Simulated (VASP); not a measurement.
# Zn15Ni4 (P1) in VASP: notebook

Runs on Zn15Ni4. Level: PBEsol. Tasks: relaxation of cell and atoms, single point.

Everything below comes from runs of VASP 6.6.1. Logs are shortened: lines on timing, memory, paths and dates and some standing lists are left out, and cuts for length are marked.

## 1. The cell of the first run

The typed cell holds 19 atoms: a = 6.865 Å, b = 6.865 Å, c = 6.865 Å, α = 108.26°, β = 108.26°, γ = 111.92°.

## 2. Relaxation of cell and atoms, PBEsol

INCAR

```
SYSTEM = Zn15Ni4
PREC = Accurate ; ENCUT = 500
EDIFF = 1E-7 ; ISMEAR = 0
SIGMA = 0.1 ; LREAL = Auto
LASPH = .True. ; NELM = 120
ALGO = Normal ; ISIF = 3
LWAVE = .False. ; LCHARG = .False.
GGA = PS ; IBRION = 2
NSW = 70 ; EDIFFG = -0.04
ISYM = -1 ; GGA_COMPAT = .False.
NELMIN = 4 ; KPAR = 1
```

KPOINTS

```
explicit points
9
Reciprocal
  0.00000000   0.00000000   0.25000000 2
  0.00000000   0.33333333   0.25000000 2
  0.00000000   0.33333333   0.75000000 2
  0.33333333   0.00000000   0.25000000 2
  0.33333333   0.00000000   0.75000000 2
  0.33333333   0.33333333   0.25000000 2
  0.33333333   0.33333333   0.75000000 2
  0.33333333   0.66666667   0.25000000 2
  0.33333333   0.66666667   0.75000000 2
```

POSCAR

```
Zn15Ni4
1.0
    1.7989173963      5.3967521888     -3.8425486609
   -1.7989173963     -5.3967521888     -3.8425486609
   -5.3967521888      1.7989173963      3.8425486609
Zn Ni
15 4
Direct
    0.3520250760      0.4505033773      0.2963958830
    0.1501289790      0.0523156092      0.6971765485
    0.7466883757      0.2456717848      0.4984739258
    0.9509620546      0.6539242104      0.1032090636
    0.5483877886      0.8519410905      0.8970107577
    0.0567142405      0.3493421415      0.8989262879
    0.8527918842      0.9438573592      0.3019031992
    0.4495165877      0.1487147170      0.0968387291
    0.6460948691      0.5465149264      0.6977160560
    0.2455520402      0.7477215996      0.5024289316
    0.4925073142      0.5024626492      0.0018007576
    0.2968347659      0.0944322480      0.3980481211
    0.9020200695      0.2976469241      0.1957909429
    0.0956797263      0.7017843042      0.7998563665
    0.6975639899      0.8985684825      0.6007146339
    0.2023279660      0.4031646703      0.6073474193
    0.0017250475      0.0012915815      0.9994858265
    0.7986848411      0.5950512746      0.4011202701
    0.4029386418      0.8048667749      0.1961636815
```

Potentials or basis: VASP PAW PBE potentials, release 64 (Zn, Ni).

Run with:

```
> cat potpaw_PBE.64/Zn/POTCAR potpaw_PBE.64/Ni/POTCAR > POTCAR
> mpirun -np 4 vasp_std > vasp.out
```

OUTCAR:

```text
SYSTEM = Zn15Ni4
   PREC = Accurate
   ENCUT = 500
   EDIFF = 1E-7
   ISMEAR = 0
   LREAL = Auto
   LASPH = .True.
   NELM = 120
   ISIF = 3
   GGA = PS
   IBRION = 2
   NSW = 70
   EDIFFG = -0.04
   ISYM = -1
   NELMIN = 4

 ion  position               nearest neighbor table
   1  0.352  0.451  0.296-   6 2.52   8 2.54   9 2.55  11 2.56  10 2.58  18 2.61  15 2.62  17 2.63
                            13 2.63  19 2.66  12 2.67  16 2.70
   2  0.150  0.052  0.697-   7 2.49   6 2.50  10 2.53   8 2.55  16 2.60  12 2.60  11 2.63  17 2.64
                            14 2.64  15 2.65  18 2.66
   3  0.747  0.246  0.498-   9 2.55   8 2.55   6 2.56   7 2.58  19 2.59  18 2.62  15 2.62  12 2.63
                            16 2.65  14 2.66  13 2.67
   4  0.951  0.654  0.103-   7 2.48  10 2.54   9 2.57  12 2.58   6 2.61  14 2.63  17 2.63  18 2.64
                            13 2.64  19 2.66  11 2.68
   5  0.548  0.852  0.897-  10 2.51   8 2.52   9 2.56  15 2.60   7 2.60  19 2.60  16 2.61  13 2.62
                            11 2.64  17 2.65  14 2.65
   6  0.057  0.349  0.899-   2 2.50   1 2.52  11 2.53   3 2.56  16 2.57   4 2.61  17 2.62  13 2.63
                            19 2.65  15 2.65  14 2.66
   7  0.853  0.944  0.302-   4 2.48   2 2.49   3 2.58  12 2.60   5 2.60  11 2.62  18 2.62  19 2.63
                            15 2.64  17 2.66  16 2.67  13 2.68
   8  0.450  0.149  0.097-   5 2.52   1 2.54   2 2.55   3 2.55  19 2.59  18 2.62  14 2.62  17 2.62
                            11 2.64  13 2.65  12 2.66
   9  0.646  0.547  0.698-   1 2.55   3 2.55   5 2.56   4 2.57  16 2.61  18 2.62  14 2.62  15 2.63
                            12 2.64  17 2.66  11 2.66
  10  0.246  0.748  0.502-   5 2.51   2 2.53   4 2.54   1 2.58  18 2.61  14 2.61  16 2.62  12 2.63
                            13 2.63  15 2.65  19 2.71
  11  0.493  0.502  0.002-  19 2.49  16 2.49   6 2.53   1 2.56  18 2.58   7 2.62   2 2.63   5 2.64
                             8 2.64   9 2.66   4 2.68
  12  0.297  0.094  0.398-  19 2.53  17 2.54   4 2.58  16 2.58   7 2.60   2 2.60  10 2.63   3 2.63
                             9 2.64   8 2.66   1 2.67
  13  0.902  0.298  0.196-  17 2.51  18 2.56  16 2.59   5 2.62   1 2.63  10 2.63   6 2.63   4 2.64
                             8 2.65   3 2.67   7 2.68
  14  0.096  0.702  0.800-  17 2.51  18 2.51  19 2.54  16 2.55  10 2.61   9 2.62   8 2.62   4 2.63
                             2 2.64   5 2.65   6 2.66   3 2.66
  15  0.698  0.899  0.601-  17 2.54  18 2.57  19 2.57   5 2.60   1 2.62   3 2.62   9 2.63   7 2.64
                            10 2.65   6 2.65   2 2.65
  16  0.202  0.403  0.607-  11 2.49  14 2.55   6 2.57  12 2.58  13 2.59   2 2.60   5 2.61   9 2.61
                            10 2.62   3 2.65   7 2.67   1 2.70
  17  0.002  0.001  0.999-  14 2.51  13 2.51  15 2.54  12 2.54   6 2.62   8 2.62   1 2.63   4 2.63
                             2 2.64   5 2.65   7 2.66   9 2.66
  18  0.799  0.595  0.401-  14 2.51  13 2.56  15 2.57  11 2.58  10 2.61   1 2.61   3 2.62   7 2.62
                             9 2.62   8 2.62   4 2.64   2 2.66
  19  0.403  0.805  0.196-  11 2.49  12 2.53  14 2.54  15 2.57   3 2.59   8 2.59   5 2.60   7 2.63
                             6 2.65   4 2.66   1 2.66  10 2.71

IMPORTANT INFORMATION: All symmetrisations will be switched off!
NOSYMM: (Re-)initialisation of all symmetry stuff for point group C_1.

----------------------------------------------------------------------------------------

                                     Primitive cell

  volume of cell :     248.6977

  direct lattice vectors                    reciprocal lattice vectors
     1.798917396  5.396752189 -3.842548661    -0.055588989  0.111177979 -0.130121970
    -1.798917396 -5.396752189 -3.842548661    -0.111177979 -0.055588989 -0.130121970
    -5.396752189  1.798917396  3.842548661    -0.166766968  0.055588989  0.000000000

  length of vectors
     6.864853837  6.864853837  6.864853837     0.179951120  0.179951120  0.175787819

  position of ions in fractional coordinates (direct lattice)
     0.352025076  0.450503377  0.296395883
     0.150128979  0.052315609  0.697176549
     0.746688376  0.245671785  0.498473926
     0.950962055  0.653924210  0.103209064
     0.548387789  0.851941090  0.897010758
     0.056714240  0.349342142  0.898926288
[... 11 lines left out ...]
     0.798684841  0.595051275  0.401120270
     0.402938642  0.804866775  0.196163682

  ion indices of the primitive-cell ions
   primitive index   ion index
                 1           1
                 2           2
                 3           3
                 4           4
                 5           5
                 6           6
[... 11 lines left out ...]
                18          18
                19          19

----------------------------------------------------------------------------------------

 KPOINTS: explicit points

Read explicit list of k-points.

[... 42 lines left out ...]
   NELECT =     220.0000    total number of electrons
   NUPDOWN=      -1.0000    fix difference up-down
   EMIN   =  10.00;   EMAX   =-10.00  energy-range for DOS
   EFERMI =   0.00;   METHOD = LEGACY
   ISMEAR =     0;   SIGMA  =   0.10  broadening in eV -4-tet -1-fermi 0-gaus
   EFERMI_NEDOS =   21; number of points for ismear=-14 and -15
   IALGO  =     38    algorithm
   IMIX   =      4    mixing-type and parameters
     AMIX     =   0.40;   BMIX     =  1.00
     AMIX_MAG =   1.60;   BMIX_MAG =  1.00
  volume/ion in A,a.u.               =      13.09        88.33
  Fermi-wavevector in a.u.,A,eV,Ry     =   1.571539  2.969778 33.602776  2.469734
  Thomas-Fermi vector in A             =   2.673108
   LORBIT       =      0    0 simple, 1 ext, 2 COOP (PROOUT), +10 PAW based schemes
   GGA     = PS    functional components
   LHFCALC =     F    Hartree Fock is set to
   AEXX    =    0.0000 exact exchange contribution
   IVDW    =     0    specifies the selected vdW correction
   LEPSILON=     F    determine dielectric tensor
   LRPA    =     F    only Hartree local field effects (RPA)
 conjugate gradient relaxation of ions
 non-spin polarized calculation
 Gauss-broadening in eV      SIGMA  =   0.10
  energy-cutoff  :      500.00
  volume of cell :      248.70
 maximum number of plane-waves:      6329
 NGX is ok and might be reduce to    50
   NGX = 25   NGY = 25   NGZ = 25

--------------------------------------- Ionic step        1  -------------------------------------------

 number of electron     220.0000001 magnetization

 Free energy of the ion-electron system (eV)
  ---------------------------------------------------
  ext. energy  EPLUGINS =         0.00000000
  ---------------------------------------------------
  free energy    TOTEN  =       -50.81871446 eV

  energy without entropy =      -50.79011554  energy(sigma->0) =      -50.80441500

------------------------ aborting loop because EDIFF is reached ----------------------------------------

  FORCE on cell =-STRESS in cart. coord.  units (eV):
  Direction    XX          YY          ZZ          XY          YZ          ZX
  --------------------------------------------------------------------------------------
  -------------------------------------------------------------------------------------
  Total        1.8267525      0.9122126     -0.6092731      1.5940366     -0.1075304      1.7621762
  in kB       11.7684285      5.8767175     -3.9251004     10.2692102     -0.6927395     11.3524111
  external PRESSURE =       4.5733485 kB  Pullay stress =       0.0000000 kB
[... 140 lines left out ...]
  FREE ENERGIE OF THE ION-ELECTRON SYSTEM (eV)
  ---------------------------------------------------
  free  energy   TOTEN  =       -50.9459599363 eV

  energy  without entropy=      -50.9223165492  energy(sigma->0) =      -50.93413824

[... ionic steps 4 to 14 ...]

--------------------------------------- Ionic step       15  -------------------------------------------

 number of electron     220.0000068 magnetization

------------------------ aborting loop because EDIFF is reached ----------------------------------------

  FORCE on cell =-STRESS in cart. coord.  units (eV):
  Direction    XX          YY          ZZ          XY          YZ          ZX
  --------------------------------------------------------------------------------------
  -------------------------------------------------------------------------------------
  Total        0.0829807      0.0925263     -0.1736693     -0.2025045     -0.2036172      0.0708150
  in kB        0.5337276      0.5951247     -1.1170318     -1.3024982     -1.3096554      0.4554782
  external PRESSURE =       0.0039402 kB  Pullay stress =       0.0000000 kB
[... 91 lines left out ...]
  energy  without entropy=      -51.0185848784  energy(sigma->0) =      -51.02983081

--------------------------------------- Ionic step       17  -------------------------------------------

 number of electron     220.0000069 magnetization

 Free energy of the ion-electron system (eV)
  ---------------------------------------------------
  ext. energy  EPLUGINS =         0.00000000
  ---------------------------------------------------
  free energy    TOTEN  =       -51.04248022 eV

  energy without entropy =      -51.01986038  energy(sigma->0) =      -51.03117030

 E-fermi :   4.4287     XC(G=0): -12.4295

 val. band max:        4.3632623144   @ k =   0.3333   0.6667   0.7500
 cond. band min:       4.4368674215   @ k =   0.0000   0.3333   0.7500
 fundamental gap:      0.0736051071
 Fermi energy:         4.4287037033

 k-point     1 :       0.0000    0.0000    0.2500
  band No.  band energies     occupation
      1      -6.0989      2.00000
      2      -4.2264      2.00000
      3      -4.1713      2.00000
      4      -4.0304      2.00000
      5      -4.0201      2.00000
      6      -3.9769      2.00000
[... 1114 lines left out ...]
    121       8.3588      0.00000
    122       8.3895      0.00000
 [bands above 122 left out]

------------------------ aborting loop because EDIFF is reached ----------------------------------------

  FORCE on cell =-STRESS in cart. coord.  units (eV):
  Direction    XX          YY          ZZ          XY          YZ          ZX
  --------------------------------------------------------------------------------------
  -------------------------------------------------------------------------------------
  Total        0.0485652      0.0544504      0.0009592     -0.0790464     -0.0570278      0.0270544
  in kB        0.3124630      0.3503281      0.0061715     -0.5085756     -0.3669104      0.1740654
  external PRESSURE =       0.2229875 kB  Pullay stress =       0.0000000 kB
[... 34 lines left out ...]
  FREE ENERGIE OF THE ION-ELECTRON SYSTEM (eV)
  ---------------------------------------------------
  free  energy   TOTEN  =       -51.0424802161 eV

  energy  without entropy=      -51.0198603809  energy(sigma->0) =      -51.03117030

 reached required accuracy - stopping structural energy minimisation
```

It took 29 min on 4 MPI ranks of Intel Xeon Platinum 8488C (Sapphire Rapids), shared host; peak memory 0.23 GiB.

Results:

```yaml
Free_energy: -51.0425 eV
Relaxed_volume: 13.11 Å³/atom
Relaxed_cell: a = 6.850 Å, b = 6.880 Å, c = 6.839 Å, α = 107.28°, β = 108.49°, γ = 112.21°
Space_group_after_relaxing_to_0.1_Å: C2/m (No. 12)
Energy_gained_by_relaxing: 11.8 meV/atom
Ionic_steps: 17
Pressure_after_relaxing: 0.0 GPa
Largest_force_after_relaxing: 0.032 eV/Å
Band_gap_on_the_k_mesh: zero (bands 110 and 111 overlap by 0.82 eV)
```

Forces in eV/Å, atoms in the order of the input:
```
Zn   0.007  0.007 -0.004
Zn   0.003 -0.016  0.017
Zn   0.006 -0.007  0.000
Zn   0.015 -0.011 -0.009
Zn  -0.003 -0.002  0.025
Zn  -0.008  0.011 -0.023
Zn  -0.007  0.005 -0.008
Zn  -0.004 -0.004 -0.001
Zn  -0.006 -0.007 -0.003
Zn  -0.012  0.008 -0.003
Zn   0.028 -0.007 -0.014
Zn   0.018  0.007  0.001
Zn   0.005  0.016  0.008
Zn  -0.009  0.001 -0.009
Zn  -0.022 -0.004  0.003
Ni   0.011  0.007  0.004
Ni  -0.004  0.000  0.003
Ni  -0.014 -0.008  0.002
Ni  -0.004  0.001  0.012
```

The path:
| step | energy change (eV) | largest force (eV/Å) | pressure (GPa) | volume (Å³) |
| --- | --- | --- | --- | --- |
| 1 | 0.0000 | 0.6411 | 0.46 | 248.70 |
| 2 | -0.0977 | 0.3537 | -0.40 | 250.03 |
| 3 | -0.1272 | 0.2048 | -1.05 | 251.26 |
| 4 | -0.1528 | 0.1574 | 0.55 | 247.98 |
| 5 | -0.1530 | 0.1594 | 0.70 | 247.68 |
| 6 | -0.1739 | 0.1378 | 0.40 | 248.26 |
| 7 | -0.1835 | 0.1442 | 0.05 | 248.99 |
| 8 | -0.1966 | 0.0962 | -0.19 | 249.52 |
| 9 | -0.2003 | 0.0892 | -0.39 | 250.05 |
| 10 | -0.2078 | 0.0925 | 0.43 | 248.45 |
| 11 | -0.2079 | 0.0935 | 0.48 | 248.35 |
| 12 | -0.2158 | 0.0819 | 0.12 | 249.02 |
| 13 | -0.2173 | 0.0777 | -0.10 | 249.44 |
| 14 | -0.2210 | 0.0552 | -0.06 | 249.30 |
| 15 | -0.2222 | 0.0662 | 0.00 | 249.10 |
| 16 | -0.2224 | 0.0588 | -0.01 | 249.14 |
| 17 | -0.2238 | 0.0320 | 0.02 | 249.02 |

Final structure:
```yaml
crystal:
  lattice:
    - [1.82432, 5.38871, -3.81481]
    - [-1.86988, -5.39259, -3.84146]
    - [-5.40794, 1.76212, 3.79752]
  atoms:
    - { symbol: Zn, position: [0.34843, 0.44698, 0.29907] }
    - { symbol: Zn, position: [0.13773, 0.04000, 0.69765] }
    - { symbol: Zn, position: [0.76217, 0.25966, 0.49651] }
    - { symbol: Zn, position: [0.96213, 0.66631, 0.10464] }
    - { symbol: Zn, position: [0.54162, 0.83862, 0.90110] }
    - { symbol: Zn, position: [0.06081, 0.35831, 0.90125] }
    - { symbol: Zn, position: [0.84988, 0.95184, 0.29979] }
    - { symbol: Zn, position: [0.43640, 0.13870, 0.10266] }
    - { symbol: Zn, position: [0.65809, 0.56065, 0.69765] }
    - { symbol: Zn, position: [0.23703, 0.73312, 0.49456] }
    - { symbol: Zn, position: [0.50613, 0.48672, 0.99367] }
    - { symbol: Zn, position: [0.31693, 0.10635, 0.42519] }
    - { symbol: Zn, position: [0.88183, 0.29368, 0.17448] }
    - { symbol: Zn, position: [0.09932, 0.69899, 0.79925] }
    - { symbol: Zn, position: [0.69257, 0.91143, 0.60504] }
    - { symbol: Ni, position: [0.20532, 0.39300, 0.59869] }
    - { symbol: Ni, position: [0.99371, 0.00665, 0.00078] }
    - { symbol: Ni, position: [0.79381, 0.59377, 0.38755] }
    - { symbol: Ni, position: [0.40523, 0.80501, 0.21088] }
```

Caveat: the PAW data sets were made with another functional, which shifts forces and pressure a little.

## 3. Single point, PBEsol

This run uses another cell than the first one, of 13.05 Å³/atom.

INCAR

```
SYSTEM = Zn15Ni4
ALGO     = Fast           ! electronic algorithm
EDIFF    = 1E-6           ! SCF threshold, eV
ENCUT    = 520            ! plane-wave cutoff, eV
GGA      = PS             ! functional
ISIF     = 2              ! what is computed and relaxed
ISMEAR   = 0              ! smearing method
ISYM     = 0            
LASPH    = .TRUE.         ! aspherical terms in the spheres
LCHARG   = .FALSE.        ! write CHGCAR
LREAL    = Auto         
LWAVE    = .FALSE.        ! write WAVECAR
NBANDS   = 125            ! bands
NELM     = 80             ! most SCF steps
PREC     = Accurate       ! precision mode
SIGMA    = 0.1            ! smearing width, eV
```

KPOINTS

```
Automatic mesh
0
Gamma
  3 3 2
  0 0 0.5
```

POSCAR

```
Zn15Ni4
1.0
    1.8115250563      5.3841195946     -3.8124616386
   -1.8620854798     -5.3851864722     -3.8376302723
   -5.3917387018      1.7642854865      3.7897903380
Zn Ni
15 4
Direct
    0.3495010604      0.4474528252      0.2990047934
    0.1348267120      0.0382411613      0.6968920262
    0.7625178572      0.2605074750      0.4966029530
    0.9621960172      0.6663419634      0.1041982436
    0.5399306133      0.8365659770      0.9017363305
    0.0639909036      0.3606679549      0.9020794814
    0.8494084319      0.9514625862      0.3000460735
    0.4363564016      0.1384414522      0.1023279506
    0.6590272164      0.5624232057      0.6973002545
    0.2366318447      0.7325364371      0.4947724401
    0.5066209649      0.4836396039     -0.0095015052
    0.3172010921      0.1057208237      0.4253303386
    0.8816677558      0.2931352260      0.1736023121
    0.0994356900      0.6995017622      0.7995211465
    0.6921580085      0.9153351382      0.6085823539
    0.2050410232      0.3913513336      0.5972655708
   -0.0061843702      0.0076109715      1.0017796080
    0.7929759329      0.5938672139      0.3866130936
    0.4058411024      0.8049726142      0.2122539366
```

Potentials or basis: VASP PAW PBE potentials, release 64 (Zn, Ni).

Run with:

```
> cat potpaw_PBE.64/Zn/POTCAR potpaw_PBE.64/Ni/POTCAR > POTCAR
> mpirun -np 1 vasp_std > vasp.out
```

Run time: 19 min. Hardware: 1 thread of Intel Xeon Platinum 8488C (Sapphire Rapids), shared host; peak memory 0.49 GiB.

Results (log left out):

- Free energy: -51.0435 eV
- Pressure: 0.6 GPa
- Largest force: 0.027 eV/Å
- Band gap on the k mesh: zero (bands 110 and 111 overlap by 0.82 eV)

Forces in eV/Å, atoms in the order of the input:
```
Zn   0.001  0.001 -0.002
Zn   0.005  0.003 -0.005
Zn  -0.002 -0.001  0.002
Zn   0.004  0.000  0.003
Zn  -0.003 -0.003 -0.002
Zn  -0.004 -0.002  0.005
Zn  -0.002 -0.003  0.003
Zn   0.001  0.002  0.000
Zn   0.003  0.001  0.005
Zn  -0.003  0.000 -0.002
Zn   0.007  0.000 -0.003
Zn  -0.006  0.010 -0.006
Zn   0.003 -0.012  0.005
Zn   0.001  0.000  0.000
Zn  -0.003  0.000 -0.001
Ni   0.006 -0.024 -0.005
Ni  -0.003  0.027  0.005
Ni  -0.016  0.004  0.002
Ni   0.012 -0.002 -0.003
```

Stress tensor (GPa, compression positive):
```
 0.55  0.08 -0.06
 0.08  0.55  0.00
-0.06  0.00  0.65
```

Levels at points of the mesh, in eV from the Fermi level:
```
           k point  band 108  band 109  band 110  band 111  band 112  band 113
(0.00, 0.00, 0.25)     -1.01     -0.70     -0.53     -0.29      1.49      1.89
```

Caveat: the k points lie up to 0.50 Å⁻¹ apart, too coarse for converged energies and pressures of a metal; the PAW data sets were made with another functional, which shifts forces and pressure a little.

The gap in the log of VASP goes by the Fermi energy; the results here count the filled bands.